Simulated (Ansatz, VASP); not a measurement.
## One calculation of Al5As, two programs

Contents of INCAR:

```
SYSTEM = Al5As
PREC = Accurate
ENCUT = 600
EDIFF = 1E-6
ISMEAR = 0
SIGMA = 0.1
LREAL = .False.
LASPH = .True.
NELM = 80
ALGO = Normal
ISIF = 3
LWAVE = .False.
LCHARG = .False.
GGA = PE
IBRION = 2
NSW = 90
EDIFFG = -0.04
```

The input KPOINTS:

```
regular mesh
0
Gamma
  6 6 4
  0 0 0
```

File POSCAR:

```
Al5As
1.0
    5.1329287000      0.0000000000      0.0000000000
   -2.5664643500      4.4452466500      0.0000000000
    0.0000000000      0.0000000000      4.0633795600
Al As
5 1
Direct
    0.5000000000      0.0000000000      0.5000000000
    0.5000000000      0.5000000000      0.5000000000
    0.0000000000      0.5000000000      0.5000000000
    0.3333333300      0.6666666700      0.0000000000
    0.6666666700      0.3333333300      0.0000000000
    0.0000000000      0.0000000000      0.0000000000
```

Input for Ansatz:

```yaml
crystal:
  lattice:
    - [5.1329287, 0.0, 0.0]
    - [-2.56646435, 4.44524665, 0.0]
    - [0.0, 0.0, 4.06337956]
  atoms:
    - { symbol: Al, position: [0.5, 0.0, 0.5] }
    - { symbol: Al, position: [0.5, 0.5, 0.5] }
    - { symbol: Al, position: [0.0, 0.5, 0.5] }
    - { symbol: Al, position: [0.33333333, 0.66666667, 0.0] }
    - { symbol: Al, position: [0.66666667, 0.33333333, 0.0] }
    - { symbol: As, position: [0.0, 0.0, 0.0] }
basis:
  ecutwfc: 420
kpoints:
  mp_grid: { grid: [6, 6, 4] }
hamiltonian:
  xc: pbe
scf:
  occupations: { method: gaussian, width: 0.1 }
  lower_state_search: "off"
output:
  forces: true
  stress: true
  eigenvalues: true
relax:
  adjacent_minimum: "off"
  f_tol: 0.04
  max_steps: 70
  cell: { stress_tol: 0.4 }
```

Change from the starting cell: species swapped into the KAu5 type (P6/mmm, No. 191).

Alike in both runs: task relaxation of cell and atoms; functional PBE; k mesh 6 × 6 × 4; occupations gaussian, width 0.1 eV; no spin polarisation.

|  | VASP | Ansatz |
| --- | --- | --- |
| version | VASP 6.6.1 | Ansatz 0.2.0 |
| potentials or method | VASP PAW PBE potentials, release 64 (Al, As), cutoff 600 eV | scalar-relativistic, plane waves, PAW |
| valence electrons in the cell | 20 | 30 |

```csv
,VASP,Ansatz,Ansatz less VASP
"gap on the k mesh at the Fermi level, each at its own relaxed structure (eV)",none,none,-
relaxed volume (Å³/atom),18.80,18.68,-0.118
relaxed cell length with the largest relative difference (Å),5.349,5.336,-0.0128
```

A gap of «none» marks a metal or a gap that the smearing closes. VASP's potentials hold 20 valence electrons a cell and Ansatz's 30, so a difference there can come from the potentials and not from the codes.

The k mesh is coarse, so the values compare programs but aren't converged. Noted on VASP's run: the volume moved by over 15 % at a fixed basis, so the end points are rough; too few bands were computed for a metal, which touches its energy and stress.
